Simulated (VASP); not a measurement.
# LiBr (Fm-3m) in VASP: further runs

LiBr is run at these levels: r2SCAN; tasks: single point, relaxation of cell and atoms.

Everything below comes from runs of VASP 6.6.1. Logs are shortened: lines on timing, memory, paths and dates and some standing lists are left out, and cuts for length are marked.

**1. The cell of the first run**

Symmetry: Fm-3m, No. 225, cubic system. Conventional cell: a = 5.479 Å, b = 5.479 Å, c = 5.479 Å, α = 90.00°, β = 90.00°, γ = 90.00°. Within 3.6 Å of Li (site symmetry m-3m) lie 6 Br at 2.74 Å. Br (site symmetry m-3m) has 6 Li at 2.74 Å within 3.6 Å.

**2. Single point, r2SCAN**

File POSCAR:

```
LiBr
1.0
    0.0000000000      2.7397186025      2.7397186025
    2.7397186025      0.0000000000      2.7397186025
    2.7397186025      2.7397186025      0.0000000000
Li Br
1 1
Direct
    0.0000000000      0.0000000000      0.0000000000
    0.5000000000      0.5000000000      0.5000000000
```

File INCAR.step1:

```
SYSTEM = LiBr
PREC = Accurate
ENCUT = 830
ISMEAR = -1
SIGMA = 0.02
LREAL = .False.
LASPH = .True.
NELM = 120
NBANDS = 12
GGA = PE
ALGO = Normal
EDIFF = 1E-5
LWAVE = .True.
LCHARG = .False.
GGA_COMPAT = .False.
```

File INCAR.step2:

```
SYSTEM = LiBr
PREC = Accurate
ENCUT = 830
EDIFF = 1E-6
ISMEAR = -1
SIGMA = 0.02
LREAL = .False.
LASPH = .True.
NELM = 120
ALGO = Normal
ISIF = 2
LWAVE = .False.
LCHARG = .False.
METAGGA = R2SCAN
LMIXTAU = .True.
NBANDS = 12
ISTART = 1
GGA_COMPAT = .False.
```

File KPOINTS:

```
Automatic mesh
0
Gamma
  9 9 9
  0 0 0
```

Potentials or basis: VASP PAW PBE potentials, release 64 (Li_sv, Br).

Started as:

```bash
$ cat potpaw_PBE.64/Li_sv/POTCAR potpaw_PBE.64/Br/POTCAR > POTCAR
$ cp INCAR.step1 INCAR
$ mpirun -np 1 vasp_std > vasp.out
$ cp INCAR.step2 INCAR
$ mpirun -np 1 vasp_std > vasp.out
```

OUTCAR:

```text
SYSTEM = LiBr
   PREC = Accurate
   ENCUT = 830
   EDIFF = 1E-6
   ISMEAR = -1
   LREAL = .False.
   LASPH = .True.
   NELM = 120
   ISIF = 2
   METAGGA = R2SCAN
   ISTART = 1

 ion  position               nearest neighbor table
   1  0.000  0.000  0.000-
   2  0.500  0.500  0.500-

  LATTYP: Found a face centered cubic cell.
 ALAT       =     5.4794372050

  Lattice vectors:

 A1 = (   0.0000000000,   2.7397186025,   2.7397186025)
 A2 = (   2.7397186025,   0.0000000000,   2.7397186025)
 A3 = (   2.7397186025,   2.7397186025,   0.0000000000)

Analysis of symmetry for initial positions (statically):
=====================================================================
 Subroutine PRICEL returns:
 Original cell was already a primitive cell.

 Routine SETGRP: Setting up the symmetry group for a
 face centered cubic supercell.

 Subroutine GETGRP returns: Found 48 space group operations
 (whereof 48 operations were pure point group operations)
 out of a pool of 48 trial point group operations.

The static configuration has the point symmetry O_h .

Analysis of symmetry for dynamics (positions and initial velocities):
=====================================================================
 Subroutine PRICEL returns:
 Original cell was already a primitive cell.

 Routine SETGRP: Setting up the symmetry group for a
 face centered cubic supercell.

 Subroutine GETGRP returns: Found 48 space group operations
 (whereof 48 operations were pure point group operations)
 out of a pool of 48 trial point group operations.

The dynamic configuration has the point symmetry O_h .

 Subroutine INISYM returns: Found 48 space group operations
 (whereof 48 operations are pure point group operations),
 and found     1 'primitive' translations

----------------------------------------------------------------------------------------

                                     Primitive cell

  volume of cell :      41.1290

  direct lattice vectors                    reciprocal lattice vectors
     0.000000000  2.739718602  2.739718602    -0.182500495  0.182500495  0.182500495
     2.739718602  0.000000000  2.739718602     0.182500495 -0.182500495  0.182500495
     2.739718602  2.739718602  0.000000000     0.182500495  0.182500495 -0.182500495

  length of vectors
     3.874547205  3.874547205  3.874547205     0.316100129  0.316100129  0.316100129

  position of ions in fractional coordinates (direct lattice)
     0.000000000  0.000000000  0.000000000
     0.500000000  0.500000000  0.500000000

  ion indices of the primitive-cell ions
   primitive index   ion index
                 1           1
                 2           2

----------------------------------------------------------------------------------------

 KPOINTS: Automatic mesh

Automatic generation of k-mesh.
 Grid dimensions read from file:
 generate k-points for:    9    9    9

 Generating k-lattice:

  Cartesian coordinates                     Fractional coordinates (reciprocal lattice)
    -0.020277833  0.020277833  0.020277833     0.111111111  0.000000000  0.000000000
     0.020277833 -0.020277833  0.020277833     0.000000000  0.111111111  0.000000000
     0.020277833  0.020277833 -0.020277833     0.000000000  0.000000000  0.111111111

  Length of vectors
     0.035122237  0.035122237  0.035122237

  Shift w.r.t. Gamma in fractional coordinates (k-lattice)
     0.000000000  0.000000000  0.000000000

 Subroutine IBZKPT returns following result:
 ===========================================

 Found     35 irreducible k-points:

 Following reciprocal coordinates:
            Coordinates               Weight
  0.000000  0.000000  0.000000      1.000000
  0.111111  0.000000  0.000000      8.000000
  0.222222  0.000000  0.000000      8.000000
  0.333333  0.000000  0.000000      8.000000
  0.444444  0.000000  0.000000      8.000000
  0.111111  0.111111  0.000000      6.000000
[... 16 lines left out ...]
 -0.333333  0.333333  0.000000     12.000000
  0.444444  0.444444  0.000000      6.000000
 [... further k-points ...]
   k-points           NKPTS =     35   k-points in BZ     NKDIM =     35   number of bands    NBANDS=     12
   number of dos      NEDOS =    301   number of ions     NIONS =      2
   total plane-waves  NPLWV =  46656
   dimension x,y,z NGX =    36 NGY =   36 NGZ =   36
   dimension x,y,z NGXF=    72 NGYF=   72 NGZF=   72
   ions per type =               1   1
   NGX,Y,Z   is equivalent  to a cutoff of  15.45, 15.45, 15.45 a.u.
   NGXF,Y,Z  is equivalent  to a cutoff of  30.89, 30.89, 30.89 a.u.
 SYSTEM =  LiBr
   PREC   = accura    normal or accurate (medium, high low for compatibility)
   ISTART =      1    job   : 0-new  1-cont  2-samecut
   ICHARG =      0    charge: 1-file 2-atom 10-const
   ISPIN  =      1    spin polarized calculation?
   LNONCOLLINEAR =      F non collinear calculations
   LSORBIT =      F    spin-orbit coupling
   LASPH  =      T    aspherical Exc in radial PAW
   ENCUT  =  830.0 eV  61.00 Ry    7.81 a.u.   9.10  9.10  9.10*2*pi/ulx,y,z
   NELM   =    120;   NELMIN=  2; NELMDL=  0     # of ELM steps
   EDIFF  = 0.1E-05   stopping-criterion for ELM
   LREAL  =      F    real-space projection
   EDIFFG = 0.1E-04   stopping-criterion for IOM
   NSW    =      0    number of steps for IOM
   IBRION =     -1    ionic relax: 0-MD 1-quasi-New 2-CG
   NFREE  =      0    steps in history (QN), initial steepest desc. (CG)
   ISIF   =      2    stress and relaxation
   ISYM   =      2    0-nonsym 1-usesym 2-fastsym
   POTIM  = 0.5000    time-step for ionic-motion
   TEBEG  =    0.0;   TEEND  =   0.0 temperature during run
   PSTRESS=    0.0 pullay stress
   NELECT =      10.0000    total number of electrons
   NUPDOWN=      -1.0000    fix difference up-down
   EMIN   =  10.00;   EMAX   =-10.00  energy-range for DOS
   EFERMI =   0.00;   METHOD = LEGACY
   ISMEAR =    -1;   SIGMA  =   0.02  broadening in eV -4-tet -1-fermi 0-gaus
   EFERMI_NEDOS =   21; number of points for ismear=-14 and -15
   IALGO  =     38    algorithm
   IMIX   =      4    mixing-type and parameters
     AMIX     =   0.40;   BMIX     =  1.00
     AMIX_MAG =   1.60;   BMIX_MAG =  1.00
  volume/ion in A,a.u.               =      20.56       138.78
  Fermi-wavevector in a.u.,A,eV,Ry     =   1.021783  1.930891 14.205047  1.044041
  Thomas-Fermi vector in A             =   2.155427
   LORBIT       =      0    0 simple, 1 ext, 2 COOP (PROOUT), +10 PAW based schemes
   METAGGA = R2SCAN    functional components
   LHFCALC =     F    Hartree Fock is set to
   AEXX    =    0.0000 exact exchange contribution
   IVDW    =     0    specifies the selected vdW correction
   LEPSILON=     F    determine dielectric tensor
   LRPA    =     F    only Hartree local field effects (RPA)
 non-spin polarized calculation
  energy-cutoff  :      830.00
  volume of cell :       41.13
 maximum number of plane-waves:      2247
   NGX = 19   NGY = 19   NGZ = 19

 number of electron      10.0000001 magnetization

 Free energy of the ion-electron system (eV)
  ---------------------------------------------------
  ext. energy  EPLUGINS =         0.00000000
  ---------------------------------------------------
  free energy    TOTEN  =       -19.15122300 eV

  energy without entropy =      -19.15122300  energy(sigma->0) =      -19.15122300

 E-fermi :   0.5686     XC(G=0):  -8.8503

 val. band max:        0.0142101584   @ k =   0.0000   0.0000   0.0000
 cond. band min:       5.9433388691   @ k =   0.0000   0.0000   0.0000
 fundamental gap:      5.9291287107
 Fermi energy:         0.5685549745

 k-point     1 :       0.0000    0.0000    0.0000
  band No.  band energies     occupation
      1     -45.7049      2.00000
      2     -13.9273      2.00000
      3       0.0142      2.00000
      4       0.0142      2.00000
      5       0.0142      2.00000
      6       5.9433      0.00000
      7      11.2400      0.00000
      8      11.2400      0.00000
      9      11.2400      0.00000
     10      13.5142      0.00000
     11      13.5142      0.00000
     12      13.5142      0.00000

 k-point     2 :       0.1111    0.0000    0.0000
  band No.  band energies     occupation
      1     -45.7048      2.00000
      2     -13.8732      2.00000
      3      -0.4533      2.00000
      4      -0.0222      2.00000
      5      -0.0222      2.00000
      6       6.3645      0.00000
      7      10.6344      0.00000
      8      11.2213      0.00000
      9      11.2213      0.00000
     10      12.3399      0.00000
     11      12.3399      0.00000
     12      13.8081      0.00000

 k-point     3 :       0.2222    0.0000    0.0000
  band No.  band energies     occupation
      1     -45.7045      2.00000
      2     -13.7307      2.00000
      3      -1.4239      2.00000
      4      -0.1103      2.00000
      5      -0.1103      2.00000
      6       6.8584      0.00000
      7      10.2919      0.00000
      8      10.2919      0.00000
      9      10.4808      0.00000
     10      12.8851      0.00000
     11      12.8851      0.00000
     12      14.1379      0.00000
[... 286 lines left out ...]
 k-point    23 :      -0.3333    0.3333    0.0000
  band No.  band energies     occupation
      1     -45.7036      2.00000
      2     -13.2717      2.00000
      3      -2.2423      2.00000
      4      -2.1295      2.00000
      5      -0.6854      2.00000
      6       7.5762      0.00000
      7      10.3064      0.00000
      8      10.4900      0.00000
      9      10.9661      0.00000
     10      13.5182      0.00000
     11      15.3486      0.00000
     12      17.3505      0.00000

 k-point    24 :       0.4444    0.4444    0.0000
  band No.  band energies     occupation
      1     -45.7036      2.00000
      2     -13.2394      2.00000
      3      -2.8649      2.00000
      4      -1.1302      2.00000
      5      -1.1302      2.00000
      6       7.1829      0.00000
      7       7.7995      0.00000
      8      12.4753      0.00000
      9      13.5888      0.00000
     10      13.5888      0.00000
     11      16.4210      0.00000
     12      18.5433      0.00000

 [... further k-points ...]
[... 5 lines left out ...]
  --------------------------------------------------------------------------------------
  -------------------------------------------------------------------------------------
  Total       -0.1023391     -0.1023391     -0.1023391     -0.0000000     -0.0000000      0.0000000
  in kB       -3.9866134     -3.9866134     -3.9866134     -0.0000000     -0.0000000      0.0000000
  external PRESSURE =      -3.9866134 kB  Pullay stress =       0.0000000 kB

 VOLUME and BASIS-vectors are now :
 -----------------------------------------------------------------------------
  energy-cutoff  :      830.00
  volume of cell :       41.13
      direct lattice vectors                 reciprocal lattice vectors
     0.000000000  2.739718602  2.739718602    -0.182500495  0.182500495  0.182500495
     2.739718602  0.000000000  2.739718602     0.182500495 -0.182500495  0.182500495
     2.739718602  2.739718602  0.000000000     0.182500495  0.182500495 -0.182500495

 POSITION                                       TOTAL-FORCE (eV/Angst)
 -----------------------------------------------------------------------------------
      0.00000      0.00000      0.00000         0.000000      0.000000      0.000000
      2.73972      2.73972      2.73972        -0.000000     -0.000000     -0.000000
 -----------------------------------------------------------------------------------
    total drift:                                0.000000      0.000000      0.000000

  FREE ENERGIE OF THE ION-ELECTRON SYSTEM (eV)
  ---------------------------------------------------
  free  energy   TOTEN  =       -19.1512230047 eV

  energy  without entropy=      -19.1512230047  energy(sigma->0) =      -19.15122300
```

It took 2 min on 1 thread of Intel Xeon Platinum 8259CL at 2.50GHz (Skylake/Cascade Lake), shared host; peak memory 0.23 GiB.

Results:

```
Free energy            : -19.1512 eV
Pressure               : -0.4 GPa
Band gap on the k mesh : 5.93 eV, direct
```

Caveat: the PAW data sets were made with another functional, which shifts forces and pressure a little.

**3. Relaxation of cell and atoms, r2SCAN**

This run uses another cell than the first one, of 20.81 Å³/atom, 1.012 times its volume.

File POSCAR:

```
LiBr
1.0
    0.0000000000      2.7506500000      2.7506500000
    2.7506500000      0.0000000000      2.7506500000
    2.7506500000      2.7506500000      0.0000000000
Li Br
1 1
Direct
    0.0000000000      0.0000000000      0.0000000000
    0.5000000000      0.5000000000      0.5000000000
```

Changes to INCAR.step1 since step 2:

```diff
@@ -8,3 +8,2 @@
 NELM = 120
-NBANDS = 12
 GGA = PE
@@ -15 +14,6 @@
 GGA_COMPAT = .False.
+IBRION = 2
+ISIF = 3
+EDIFFG = -0.005
+NELMIN = 4
+NSW = 100
```

File INCAR.step2:

```
SYSTEM = LiBr
PREC = Accurate
ENCUT = 830
EDIFF = 1E-7
ISMEAR = -1
SIGMA = 0.02
LREAL = .False.
LASPH = .True.
NELM = 120
ALGO = Normal
ISIF = 3
LWAVE = .False.
LCHARG = .False.
METAGGA = R2SCAN
LMIXTAU = .True.
IBRION = 2
NSW = 70
EDIFFG = -0.005
ISTART = 1
GGA_COMPAT = .False.
NELMIN = 4
```

KPOINTS is that of step 2.

Potentials or basis: VASP PAW PBE potentials, release 64 (Li_sv, Br).

Started as:

```bash
$ cat potpaw_PBE.64/Li_sv/POTCAR potpaw_PBE.64/Br/POTCAR > POTCAR
$ cp INCAR.step1 INCAR
$ mpirun -np 1 vasp_std > vasp.out
$ cp INCAR.step2 INCAR
$ mpirun -np 1 vasp_std > vasp.out
```

Run time: 8.5 min. Hardware: 1 thread of Intel Xeon Platinum 8259CL at 2.50GHz (Skylake/Cascade Lake), shared host; peak memory 0.27 GiB.

Results (log left out):

```
Free energy                            : -19.1520 eV
Relaxed volume                         : 20.33 Å³/atom
Relaxed cell                           : a = 3.860 Å, b = 3.860 Å, c = 3.860 Å, α = 60.00°, β = 60.00°, γ = 60.00°
Space group after relaxing (to 0.05 Å) : Fm-3m (No. 225)
Energy gained by relaxing              : 1.3 meV/atom
Ionic steps                            : 5
Pressure after relaxing                : 0.0 GPa
Band gap on the k mesh                 : 5.98 eV, direct
```

The path:
```csv
step,energy change (eV),largest force (eV/Å),pressure (GPa),volume (Å³)
1,0.0000,0.0000,-0.70,41.62
2,-0.0020,0.0000,-0.31,41.08
3,-0.0023,0.0000,-0.19,40.92
4,-0.0026,0.0000,0.05,40.59
5,-0.0026,0.0000,0.00,40.65
```

Final structure:
```
CELL_PARAMETERS angstrom
0.00000 2.72913 2.72913
2.72913 0.00000 2.72913
2.72913 2.72913 0.00000
ATOMIC_POSITIONS crystal
Li 0.00000 0.00000 0.00000
Br 0.50000 0.50000 0.50000
```

Levels at points of the mesh, in eV from the valence-band top:
| k point | band 2 | band 3 | band 4 | band 5 | band 6 | band 7 | band 8 | band 9 |
| --- | --- | --- | --- | --- | --- | --- | --- | --- |
| (0.00, 0.00, 0.00) | -13.98 | 0.00 | 0.00 | 0.00 | 5.98 | 11.23 | 11.23 | 11.23 |

Caveat: the PAW data sets were made with another functional, which shifts forces and pressure a little. r2SCAN opens gaps a little over a GGA but as a rule still falls short of measured ones.
